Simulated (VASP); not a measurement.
In4Ru, 5 atoms in the cell. Symmetry: P4/mmm, No. 123, tetragonal system. The conventional cell has a = 4.576 Å, b = 4.576 Å, c = 6.036 Å, α = 90.00°, β = 90.00°, γ = 90.00°. Within 3.6 Å of In (site symmetry 2mm) lie 2 Ru at 2.76 Å and 6 In at 2.94 to 3.24 Å. Ru (site symmetry 4/mmm) has 8 In at 2.76 Å within 3.6 Å. 

```yaml
Program: VASP 6.6.1
Task: single point
Functional: PBE
Potentials_or_basis: VASP PAW PBE potentials, release 64 (In_d, Ru_pv)
Cutoff: 520 eV
k_mesh: 4 × 4 × 3
Occupations: gaussian, width 0.2 eV
Spin: no spin polarisation
Dipole_correction: no
Further_INCAR_settings: ALGO = Normal; EDIFF = 1e-06; NBANDS = 41
```

Potentials or basis: VASP PAW PBE potentials, release 64 (In_d, Ru_pv).

Launch:

```bash
$ cat potpaw_PBE.64/In_d/POTCAR potpaw_PBE.64/Ru_pv/POTCAR > POTCAR
$ mpirun -np 1 vasp_std > vasp.out
```

Hardware: 1 thread of AMD EPYC 9R14 (Zen 4), with other jobs on the host.

Task: How long does it take, and how much memory?

Result: Run time: 58 s on 1 thread of AMD EPYC 9R14 (Zen 4), on a shared host, peak memory 0.22 GiB. Counts: scf iterations 15, k points 12.
